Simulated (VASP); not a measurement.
Here is a VASP 6.6.1 calculation.

POSCAR

```
WC
1.0
    1.6403461100     -2.1180379000      0.0000000000
    1.6403461100      2.1180379000      0.0000000000
    0.0000000000      0.0000000000      4.3094211000
W C
1 1
Direct
    0.5000000000      0.5000000000      0.5000000000
    0.0000000000      0.0000000000      0.0000000000
```

INCAR.step1

```
PREC     = Accurate       # precision mode
ENCUT    = 520            # plane-wave cutoff, eV
EDIFF    = 1E-5           # SCF threshold, eV
ISMEAR   = -1             # smearing method
SIGMA    = 0.05           # smearing width, eV
LREAL    = False          # projectors in reciprocal space
LASPH    = True           # aspherical terms in the spheres
NELM     = 60             # most SCF steps
ALGO     = Normal         # electronic algorithm
ISIF     = 2              # what is computed and relaxed
LWAVE    = True           # write WAVECAR
LCHARG   = False          # write CHGCAR
NBANDS   = 16             # bands
GGA      = PE             # functional
```

File INCAR.step2:

```
PREC     = Accurate       # precision mode
ENCUT    = 520            # plane-wave cutoff, eV
EDIFF    = 1E-7           # SCF threshold, eV
ISMEAR   = -1             # smearing method
SIGMA    = 0.05           # smearing width, eV
LREAL    = False          # projectors in reciprocal space
LASPH    = True           # aspherical terms in the spheres
NELM     = 60             # most SCF steps
ALGO     = Normal         # electronic algorithm
ISIF     = 2              # what is computed and relaxed
LWAVE    = False          # write WAVECAR
LCHARG   = False          # write CHGCAR
GGA      = B3             # functional
LHFCALC  = True           # exact exchange
AEXX     = 0.2            # exact-exchange fraction
AGGAX    = 0.72         
AGGAC    = 0.81         
ALDAC    = 0.19         
PRECFOCK = Normal       
NBANDS   = 16             # bands
ISTART   = 1
```

Contents of KPOINTS:

```
regular mesh
0
Gamma
  5 5 3
```

Potentials or basis: VASP PAW PBE potentials, release 64 (W_sv, C).

Command:

```bash
$ cat potpaw_PBE.64/W_sv/POTCAR potpaw_PBE.64/C/POTCAR > POTCAR
$ cp INCAR.step1 INCAR
$ mpirun -np 1 vasp_std > vasp.out
$ cp INCAR.step2 INCAR
$ mpirun -np 1 vasp_std > vasp.out
```

(1) Predict the band gap on the k mesh.

(2) Predict the pressure.

Answers

(1) zero (bands 9 and 10 overlap by 5.16 eV).

(2) -32.9 GPa.

Caveat: the k points lie up to 0.49 Å⁻¹ apart, too coarse for converged energies and pressures of a metal; the PAW data sets were made with another functional, which shifts forces and pressure a little; spin-orbit coupling is left out, which moves the levels of the heavy elements.
